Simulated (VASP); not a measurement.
# TaN (P6/mmm) in VASP: a series of runs

TaN is run at these levels: LDA; tasks: single point.

Program: VASP 6.6.1. These are calculated values, not measurements. Logs are shortened: lines on timing, memory, paths and dates and some standing lists are left out, and cuts for length are marked.

### 1 The cell of the first run

The structure is hexagonal, space group P6/mmm (No. 191). The conventional cell has a = 5.043 Å, b = 5.043 Å, c = 2.866 Å, α = 90.00°, β = 90.00°, γ = 120.00°. Within 3.3 Å of Ta (site symmetry 6/mmm) lie 6 N at 2.52 Å and 14 Ta at 2.87 to 3.24 Å. Ta (site symmetry -6m2) has 6 N at 2.04 Å within 2.7 Å. Within 2.7 Å of N (site symmetry mmm) lie 6 Ta at 2.04 to 2.52 Å and 4 N at 2.52 Å.

### 2 Single point, LDA

File INCAR:

```
PREC = Accurate ; ENCUT = 600
EDIFF = 1E-6 ; ISMEAR = -1
SIGMA = 0.1 ; LREAL = F
LASPH = T ; NELM = 120
ALGO = Normal ; ISIF = 2
LWAVE = F ; LCHARG = F
GGA = CA ; NBANDS = 36
GGA_COMPAT = F
```

File KPOINTS:

```
regular mesh
0
Gamma
  5 5 8
```

File POSCAR:

```
TaN
1.0
    5.0425749859      0.0000000000      0.0000000000
   -2.5212874930      4.3669980383      0.0000000000
    0.0000000000      0.0000000000      2.8659303550
Ta N
3 3
Direct
    0.0000000000      0.0000000000      0.0000000000
    0.3333333333      0.6666666667      0.5000000000
    0.6666666667      0.3333333333      0.5000000000
    0.5000000000      0.0000000000      0.0000000000
    0.5000000000      0.5000000000      0.0000000000
    0.0000000000      0.5000000000      0.0000000000
```

Potentials or basis: VASP PAW LDA potentials, release 64 (Ta_sv_GW, N).

Started as:

```
> cat potpaw_LDA.64/Ta_sv_GW/POTCAR potpaw_LDA.64/N/POTCAR > POTCAR
> mpirun -np 1 vasp_std > vasp.out
```

OUTCAR:

```text
PREC = Accurate
   ENCUT = 600
   EDIFF = 1E-6
   ISMEAR = -1
   LREAL = F
   LASPH = T
   NELM = 120
   ISIF = 2
   GGA = CA

 ion  position               nearest neighbor table
   1  0.000  0.000  0.000-   5 2.52   5 2.52   4 2.52   4 2.52   6 2.52   6 2.52   3 3.24   3 3.24
                             2 3.24   2 3.24   2 3.24   3 3.24   2 3.24   3 3.24   2 3.24   3 3.24
   2  0.333  0.667  0.500-   6 2.04   6 2.04   4 2.04   4 2.04   5 2.04   5 2.04   3 2.91   3 2.91
                             3 2.91   1 3.24   1 3.24   1 3.24   1 3.24   1 3.24   1 3.24
   3  0.667  0.333  0.500-   6 2.04   6 2.04   4 2.04   4 2.04   5 2.04   5 2.04   2 2.91   2 2.91
                             2 2.91   1 3.24   1 3.24   1 3.24   1 3.24   1 3.24   1 3.24
   4  0.500  0.000  0.000-   2 2.04   3 2.04   2 2.04   3 2.04   1 2.52   1 2.52
   5  0.500  0.500  0.000-   2 2.04   3 2.04   2 2.04   3 2.04   1 2.52   1 2.52
   6  0.000  0.500  0.000-   2 2.04   3 2.04   2 2.04   3 2.04   1 2.52   1 2.52

  LATTYP: Found a hexagonal cell.
 ALAT       =     5.0425749859
 C/A-ratio  =     0.5683466013

  Lattice vectors:

 A1 = (   5.0425749859,   0.0000000000,   0.0000000000)
 A2 = (  -2.5212874930,   4.3669980383,   0.0000000000)
 A3 = (   0.0000000000,   0.0000000000,   2.8659303550)

Analysis of symmetry for initial positions (statically):
=====================================================================
 Subroutine PRICEL returns:
 Original cell was already a primitive cell.

 Routine SETGRP: Setting up the symmetry group for a
 hexagonal supercell.

 Subroutine GETGRP returns: Found 24 space group operations
 (whereof 24 operations were pure point group operations)
 out of a pool of 24 trial point group operations.

The static configuration has the point symmetry D_6h.

Analysis of symmetry for dynamics (positions and initial velocities):
=====================================================================
 Subroutine PRICEL returns:
 Original cell was already a primitive cell.

 Routine SETGRP: Setting up the symmetry group for a
 hexagonal supercell.

 Subroutine GETGRP returns: Found 24 space group operations
 (whereof 24 operations were pure point group operations)
 out of a pool of 24 trial point group operations.

The dynamic configuration has the point symmetry D_6h.

 Subroutine INISYM returns: Found 24 space group operations
 (whereof 24 operations are pure point group operations),
 and found     1 'primitive' translations

[... 102 lines left out ...]
   LREAL  =      F    real-space projection
   EDIFFG = 0.1E-04   stopping-criterion for IOM
   NSW    =      0    number of steps for IOM
   IBRION =     -1    ionic relax: 0-MD 1-quasi-New 2-CG
   NFREE  =      0    steps in history (QN), initial steepest desc. (CG)
   ISIF   =      2    stress and relaxation
   ISYM   =      2    0-nonsym 1-usesym 2-fastsym
   POTIM  = 0.5000    time-step for ionic-motion
   TEBEG  =    0.0;   TEEND  =   0.0 temperature during run
   PSTRESS=    0.0 pullay stress
   NELECT =      54.0000    total number of electrons
   NUPDOWN=      -1.0000    fix difference up-down
   EMIN   =  10.00;   EMAX   =-10.00  energy-range for DOS
   EFERMI =   0.00;   METHOD = LEGACY
   ISMEAR =    -1;   SIGMA  =   0.10  broadening in eV -4-tet -1-fermi 0-gaus
   EFERMI_NEDOS =   21; number of points for ismear=-14 and -15
   IALGO  =     38    algorithm
   IMIX   =      4    mixing-type and parameters
     AMIX     =   0.40;   BMIX     =  1.00
     AMIX_MAG =   1.60;   BMIX_MAG =  1.00
  volume/ion in A,a.u.               =      10.52        70.98
  Fermi-wavevector in a.u.,A,eV,Ry     =   1.554196  2.937004 32.865210  2.415525
  Thomas-Fermi vector in A             =   2.658317
   LORBIT       =      0    0 simple, 1 ext, 2 COOP (PROOUT), +10 PAW based schemes
   GGA     = CA    functional components
   LHFCALC =     F    Hartree Fock is set to
   AEXX    =    0.0000 exact exchange contribution
   IVDW    =     0    specifies the selected vdW correction
   LEPSILON=     F    determine dielectric tensor
   LRPA    =     F    only Hartree local field effects (RPA)
 non-spin polarized calculation
  energy-cutoff  :      600.00
  volume of cell :       63.11
 maximum number of plane-waves:      2124
   NGX = 21   NGY = 21   NGZ = 11

 number of electron      53.9999992 magnetization

 Free energy of the ion-electron system (eV)
  ---------------------------------------------------
  ext. energy  EPLUGINS =         0.00000000
  ---------------------------------------------------
  free energy    TOTEN  =       -78.67132600 eV

  energy without entropy =      -78.64267693  energy(sigma->0) =      -78.65700147

 E-fermi :  12.9979     XC(G=0): -14.0692

 val. band max:       12.9383208784   @ k =   0.0000   0.0000   0.3750
 cond. band min:      13.0462644156   @ k =   0.2000  -0.0000   0.2500
 fundamental gap:      0.1079435372
 Fermi energy:        12.9978930658

 k-point     1 :       0.0000    0.0000    0.0000
  band No.  band energies     occupation
      1     -55.7153      2.00000
      2     -55.6416      2.00000
      3     -55.4324      2.00000
      4     -23.0042      2.00000
      5     -23.0042      2.00000
      6     -22.5263      2.00000
[... 925 lines left out ...]
     35      17.3741      0.00000
     36      18.9483      0.00000

 [... further k-points ...]

------------------------ aborting loop because EDIFF is reached ----------------------------------------

  FORCE on cell =-STRESS in cart. coord.  units (eV):
  Direction    XX          YY          ZZ          XY          YZ          ZX
  --------------------------------------------------------------------------------------
  -------------------------------------------------------------------------------------
  Total        8.3341376      8.3341376      8.6309847     -0.0000000      0.0000000      0.0000000
  in kB      211.5778779    211.5778779    219.1139037     -0.0000000      0.0000000      0.0000000
  external PRESSURE =     214.0898865 kB  Pullay stress =       0.0000000 kB

 VOLUME and BASIS-vectors are now :
 -----------------------------------------------------------------------------
  energy-cutoff  :      600.00
  volume of cell :       63.11
      direct lattice vectors                 reciprocal lattice vectors
     5.042574986  0.000000000  0.000000000     0.198311379  0.114495128  0.000000000
    -2.521287493  4.366998038  0.000000000     0.000000000  0.228990256  0.000000000
     0.000000000  0.000000000  2.865930355     0.000000000  0.000000000  0.348926832

 POSITION                                       TOTAL-FORCE (eV/Angst)
 -----------------------------------------------------------------------------------
      0.00000      0.00000      0.00000        -0.000000      0.000000     -0.000000
     -0.00000      2.91133      1.43297         0.000000     -0.000000      0.000000
      2.52129      1.45567      1.43297        -0.000000      0.000000     -0.000000
      2.52129      0.00000      0.00000        -0.000000      0.000000     -0.000000
      1.26064      2.18350      0.00000        -0.000000      0.000000     -0.000000
     -1.26064      2.18350      0.00000        -0.000000      0.000000     -0.000000
 -----------------------------------------------------------------------------------
    total drift:                               -0.000000      0.000000      0.000000

  FREE ENERGIE OF THE ION-ELECTRON SYSTEM (eV)
  ---------------------------------------------------
  free  energy   TOTEN  =       -78.6713260020 eV

  energy  without entropy=      -78.6426769316  energy(sigma->0) =      -78.65700147
```

OSZICAR:

```text
N       E                     dE             d eps       ncg     rms          rms(c)
DAV:   1     0.475754275123E+03    0.47575E+03   -0.36359E+04  1800   0.172E+03
DAV:   2    -0.586289867839E+02   -0.53438E+03   -0.52149E+03  2264   0.415E+02
DAV:   3    -0.918850383968E+02   -0.33256E+02   -0.33038E+02  2336   0.103E+02
[... 13 lines left out ...]
DAV:  17    -0.786724537497E+02    0.21841E-02   -0.27680E-03  2252   0.244E-01    0.381E+00
DAV:  18    -0.786715039483E+02    0.94980E-03   -0.19431E-03  2180   0.210E-01    0.127E+00
DAV:  19    -0.786713409948E+02    0.16295E-03   -0.41118E-04  2180   0.100E-01    0.355E-01
DAV:  20    -0.786713262950E+02    0.14700E-04   -0.47927E-05  2532   0.325E-02    0.227E-01
DAV:  21    -0.786713260020E+02    0.29292E-06   -0.13540E-06  1568   0.588E-03
   1 F= -.78671326E+02 E0= -.78657001E+02  d E =-.286491E-01
```

stdout:

```text
POSCAR found type information on POSCAR TaN
 POSCAR found :  2 types and       6 ions
 scaLAPACK will be used
 LDA part: xc-table for (Slater(with rela. corr.)+CA(PZ))
 , standard interpolation
 POSCAR, INCAR and KPOINTS ok, starting setup
 FFT: planning ... GRIDC
 FFT: planning ... GRID_SOFT
 FFT: planning ... GRID
 WAVECAR not read
 entering main loop
```

Wall time 38 s (1 thread of Intel Xeon 6975P-C (Granite Rapids), shared host); peak memory 0.2 GiB.

Results:

```
Free energy            : -78.6713 eV
Pressure               : 21.4 GPa
Band gap on the k mesh : zero (band 27 reaches 13.95 eV, above the bottom of band 28 at 11.57 eV)
```

Levels at points of the mesh, in eV from the Fermi level:
| k point | band 23 | band 24 | band 25 | band 26 | band 27 | band 28 | band 29 | band 30 | band 31 | band 32 |
| --- | --- | --- | --- | --- | --- | --- | --- | --- | --- | --- |
| (0.00, 0.00, 0.00) | -3.03 | -3.03 | -2.66 | -2.15 | -1.42 | -1.42 | 0.68 | 0.68 | 1.59 | 2.43 |
| (0.00, 0.00, 0.50) | -4.12 | -3.22 | -3.22 | -2.07 | 0.95 | 0.95 | 1.43 | 2.09 | 2.84 | 2.84 |

Caveat: spin-orbit coupling is left out, which moves the levels of the heavy elements.

[end of part 1 of 2]
